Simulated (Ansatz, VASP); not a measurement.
BaO: VASP beside Ansatz

```
CELL_PARAMETERS angstrom
0.00000 2.77187 2.77187
2.77187 0.00000 2.77187
2.77187 2.77187 0.00000
ATOMIC_POSITIONS crystal
Ba 0.00000 0.00000 0.00000
O 0.50000 0.50000 0.50000
```

Alike in both runs: task single point; functional PBE; k mesh 2 × 2 × 2; no spin polarisation.

```csv
,VASP,Ansatz
version,VASP 6.6.1,Ansatz 0.2.0
potentials or method,"VASP PAW PBE potentials, release 64 (Ba_sv, O)",plane waves
plane-wave cutoff (eV),600,420
occupations,"gaussian, width 0.01 eV",fixed
valence electrons in the cell,16,16
```

```tsv
	VASP	Ansatz	Ansatz less VASP
gap on the k mesh at the Fermi level (eV)	1.84	1.95	+0.103
pressure (GPa)	2.8	0.9	-1.90
```

The k mesh is coarse, so the values compare programs but aren't converged. Neither program's run includes spin-orbit coupling.
